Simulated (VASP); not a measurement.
A run of VASP 6.6.1 is set up as follows.

The input INCAR:

```
ALGO     = Normal         # electronic algorithm
EDIFF    = 1E-8           # SCF threshold, eV
ENCUT    = 600            # plane-wave cutoff, eV
GGA      = PS             # functional
IBRION   = 6              # ionic algorithm
ISIF     = 3              # what is computed and relaxed
ISMEAR   = -1             # smearing method
LASPH    = T              # aspherical terms in the spheres
LCHARG   = T              # write CHGCAR
LREAL    = F              # projectors in reciprocal space
LWAVE    = F              # write WAVECAR
NELM     = 60             # most SCF steps
NFREE    = 2            
NSW      = 1              # ionic steps
POTIM    = 0.015          # step
PREC     = Accurate       # precision mode
SIGMA    = 0.08           # smearing width, eV
```

File KPOINTS:

```
k-points
0
Gamma
  14 14 14
```

Contents of POSCAR:

```
InAs
1.0
    0.0000000000      2.9129825680      2.9129825680
    2.9129825680      0.0000000000      2.9129825680
    2.9129825680      2.9129825680      0.0000000000
In As
1 1
Direct
    0.0000000000      0.0000000000      0.0000000000
    0.7500000000      0.7500000000      0.7500000000
```

Potentials or basis: VASP PAW PBE potentials, release 64 (In_d, As).

Run with:

```console
$ cat potpaw_PBE.64/In_d/POTCAR potpaw_PBE.64/As/POTCAR > POTCAR
$ mpirun -np 1 vasp_std > vasp.out
```

(1) Estimate the elastic constants C11, C12, C44.

(2) Predict the Voigt bulk modulus.

(3) What does it give for the highest phonon frequency at Γ, LO-TO splitting left out?

Answers

(1) 109, 80, 35 GPa.

(2) 90 GPa.

(3) 249 cm⁻¹.

Caveat: the cell is under stress, which shifts elastic constants; the PAW data sets were made with another functional, which shifts forces and pressure a little.
